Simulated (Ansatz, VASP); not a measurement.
## One calculation of WSe2, two programs

```xyz
3
Lattice="3.2781 0.0000 0.0000 -1.6391 2.8390 0.0000 0.0000 0.0000 7.0624" Properties=species:S:1:pos:R:3 pbc="T T T"
W     0.0000    0.0000    0.0000
Se    0.0000    1.8926    1.6860
Se    0.0000    1.8926    5.3765
```

Alike in both runs: functional PBE; dispersion D3(BJ); k mesh 9 × 9 × 2; occupations gaussian, width 0.02 eV; no spin polarisation.

Ansatz relaxed the structure, and its values are those at the end. VASP's run is a single point on that final structure, the one shown.

```csv
,VASP,Ansatz
version,VASP 6.6.1,Ansatz 0.2.0
potentials or method,"VASP PAW PBE potentials, release 64 (W_sv, Se), cutoff 500 eV","scalar-relativistic, plane waves, PAW"
valence electrons in the cell,26,46
```

VASP gave:

| Quantity | Value |
| --- | --- |
| gap on the k mesh at the Fermi level (eV) | 1.36 |
| least direct gap on the mesh (eV) | 1.65 |
| pressure (GPa) | 0.3 |
| rms of the force components (eV/Å) | 0.024 |

Q: Which values does Ansatz return?

A: gap on the k mesh at the Fermi level (eV): 1.36; least direct gap on the mesh (eV): 1.65; pressure (GPa): 0.0; rms of the force components (eV/Å): 0.002.

VASP's potentials hold 26 valence electrons a cell and Ansatz's 46, so a difference there can come from the potentials and not from the codes.

The k mesh is coarse, so the values compare programs but aren't converged. Neither program's run includes spin-orbit coupling.
